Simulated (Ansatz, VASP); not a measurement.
## Mg in VASP and in Ansatz

```
Mg
1.0
     1.18751    2.96878    2.96878
     2.96878    1.18751    2.96878
     2.96878    2.96878    1.18751
Mg
1
Direct
  0.00000 0.00000 0.00000
```

Alike in both runs: task single point; functional r2SCAN; k mesh 20 × 20 × 20; occupations gaussian, width 0.15 eV; no spin polarisation.

|  | VASP | Ansatz |
| --- | --- | --- |
| version | VASP 6.6.1 | Ansatz 0.2.0 |
| potentials or method | VASP PAW PBE potentials, release 64 (Mg), cutoff 520 eV | scalar-relativistic, plane waves, PAW |
| valence electrons in the cell | 2 | 10 |

Ansatz gave:

| Quantity | Value |
| --- | --- |
| gap on the k mesh at the Fermi level (eV) | none |
| pressure (GPa) | 26.5 |
| traceless stress, the component that is largest in VASP (GPa) | -16.10 |

What did VASP give for the same quantities?

gap on the k mesh at the Fermi level (eV): none; pressure (GPa): 26.6; traceless stress, the component that is largest in VASP (GPa): -16.17.

VASP's potentials were made for PBE, not for r2SCAN. A gap of «none» marks a metal or a gap that the smearing closes. The functional is the same, so the differences come from potentials, cutoffs and numerics. VASP's potentials hold 2 valence electrons a cell and Ansatz's 10, so a difference there can come from the potentials and not from the codes.
